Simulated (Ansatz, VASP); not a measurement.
# Two plane-wave programs on TiTe2

Contents of POSCAR:

```
TiTe2
1.0
    3.7903815437      0.0000000000      0.0000000000
   -1.8951907719      3.2825667069      0.0000000000
    0.0000000000      0.0000000000      6.5558879831
Ti Te
1 2
Direct
    0.0000000000      0.0000000000      0.0000000000
    0.6666666667      0.3333333333      0.2577957668
    0.3333333333      0.6666666667      0.7422042332
```

Contents of INCAR.step1:

```
SYSTEM = TiTe2
ALGO     = Normal         ! electronic algorithm
EDIFF    = 1E-5           ! SCF threshold, eV
ENCUT    = 520            ! plane-wave cutoff, eV
GGA      = PE             ! functional
ISIF     = 2              ! what is computed and relaxed
ISMEAR   = -1             ! smearing method
LASPH    = .True.         ! aspherical terms in the spheres
LCHARG   = .False.        ! write CHGCAR
LREAL    = .False.        ! projectors in reciprocal space
LWAVE    = .True.         ! write WAVECAR
NBANDS   = 19             ! bands
NELM     = 60             ! most SCF steps
PREC     = Accurate       ! precision mode
SIGMA    = 0.02           ! smearing width, eV
```

INCAR.step2

```
SYSTEM = TiTe2
AEXX     = 0.3            ! exact-exchange fraction
ALGO     = Normal         ! electronic algorithm
EDIFF    = 1E-6           ! SCF threshold, eV
ENCUT    = 520            ! plane-wave cutoff, eV
GGA      = PE             ! functional
HFSCREEN = 0.3            ! screening, 1/A
ISIF     = 2              ! what is computed and relaxed
ISMEAR   = -1             ! smearing method
ISTART   = 1            
LASPH    = .True.         ! aspherical terms in the spheres
LCHARG   = .False.        ! write CHGCAR
LHFCALC  = .True.         ! exact exchange
LREAL    = .False.        ! projectors in reciprocal space
LWAVE    = .False.        ! write WAVECAR
NBANDS   = 19             ! bands
NELM     = 60             ! most SCF steps
PREC     = Accurate       ! precision mode
PRECFOCK = Normal       
SIGMA    = 0.02           ! smearing width, eV
```

The input KPOINTS:

```
k-points
0
Gamma
  6 6 2
  0 0 0
```

Input for Ansatz:

```yaml
crystal:
  lattice:
    - [3.7903815437, 0.0, 0.0]
    - [-1.8951907719, 3.2825667069, 0.0]
    - [0.0, 0.0, 6.5558879831]
  atoms:
    - { symbol: Ti, position: [0.0, 0.0, 0.0] }
    - { symbol: Te, position: [0.6666666667, 0.3333333333, 0.2577957668] }
    - { symbol: Te, position: [0.3333333333, 0.6666666667, 0.7422042332] }
kpoints:
  mp_grid: { grid: [6, 6, 2] }
hamiltonian:
  xc: { exchange: pbe, correlation: pbe, exx: { coeff: 0.3, omega: 0.3 } }
scf:
  occupations: { method: fermi_dirac, width: 0.02 }
  n_extra_bands: 4
output:
  forces: true
  stress: true
  eigenvalues: true
```

Alike in both runs: task single point; functional PBE-based screened hybrid with a share of 0.3 of exact exchange and HFSCREEN = 0.3; k mesh 6 × 6 × 2; occupations fermi-dirac, width 0.02 eV; no spin polarisation.

```csv
,VASP,Ansatz
version,VASP 6.6.1,Ansatz 0.2.0
potentials or method,"VASP PAW PBE potentials, release 64 (Ti_sv, Te)",plane waves
plane-wave cutoff (eV),520,420
valence electrons in the cell,24,44
```

|  | VASP | Ansatz | Ansatz less VASP |
| --- | --- | --- | --- |
| pressure (GPa) | -0.4 | -0.1 | +0.32 |
| traceless stress, the component that is largest in VASP (GPa) | 0.33 | 0.29 | -0.038 |
| rms of the force components (eV/Å) | 0.088 | 0.081 | -0.0068 |

VASP's potentials were made for PBE, not for PBE-based screened hybrid. Atom by atom the forces differ by 0.007 eV/Å (rms over components). The functional is the same, so the differences come from potentials, cutoffs and numerics. VASP's potentials hold 24 valence electrons a cell and Ansatz's 44, so a difference there can come from the potentials and not from the codes. Ansatz's warnings: filled band counts differ across k points, stress exchange threshold loose, stress scf threshold loose.

The k mesh is coarse, so the values compare programs but aren't converged. Neither program's run includes spin-orbit coupling.
